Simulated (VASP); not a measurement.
The system is Br.

```xyz
4
Lattice="3.4292 -2.3681 0.0000 3.4292 2.3681 0.0000 0.0000 0.0000 8.8730" Properties=species:S:1:pos:R:3 pbc="T T T"
Br    3.4292    0.6389    3.4613
Br    3.4292    1.7292    7.8978
Br    3.4292   -0.6389    5.4116
Br    3.4292   -1.7292    0.9751
```

Base run:

* Program: VASP 6.6.1
* Functional: LDA
* Potentials or basis: VASP PAW LDA potentials, release 64 (Br)
* Cutoff: 520 eV
* k mesh: 7 × 7 × 3
* Occupations: fermi-dirac, width 0.05 eV
* Spin: no spin polarisation

Its results: band gap on the k mesh 1.58 eV (least direct gap 1.60 eV); pressure -2.5 GPa; largest force 0.160 eV/Å.

Question: The run is repeated on the same cell with these changes: functional from LDA to PBE; potentials or basis from VASP PAW LDA potentials, release 64 (Br) to VASP PAW PBE potentials, release 64 (Br). What comes out?

Answer: Band gap on the k mesh 1.73 eV (least direct gap 1.75 eV); pressure 0.2 GPa; largest force 0.266 eV/Å.

Caveats: this functional lacks dispersion, which holds the molecules together, so the pressure and a relaxed volume are unreliable (at least some runs).

A k mesh can miss the band edges.
